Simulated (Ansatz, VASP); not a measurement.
# One calculation of NaCl, two programs

```
Na Cl
1.0
     3.44778    0.00000    0.00000
     0.00000    3.44778    0.00000
     0.00000    0.00000    3.46105
Na Cl
1 1
Direct
  0.00000 0.00000 0.00000
  0.50000 0.50000 0.50000
```

Change from the starting cell: epitaxial_xy strain -0.3%.

Alike in both runs: task single point; functional PBE; k mesh 8 × 8 × 8; occupations fermi-dirac, width 0.02 eV; no spin polarisation.

```csv
,VASP,Ansatz
version,VASP 6.6.1,Ansatz 0.2.0
potentials or method,"VASP PAW PBE potentials, release 64 (Na_pv, Cl)","plane waves, PAW"
plane-wave cutoff (eV),520,420
valence electrons in the cell,14,16
```

Ansatz gave:

| Item | Value |
| --- | --- |
| gap on the k mesh at the Fermi level (eV) | 4.12 |
| pressure (GPa) | 1.4 |
| traceless stress, the component that is largest in VASP (GPa) | -0.21 |

Estimate VASP's values.

gap on the k mesh at the Fermi level (eV): 4.12; pressure (GPa): 1.3; traceless stress, the component that is largest in VASP (GPa): -0.21.

The functional is the same, so the differences come from potentials, cutoffs and numerics. VASP's potentials hold 14 valence electrons a cell and Ansatz's 16, so a difference there can come from the potentials and not from the codes.
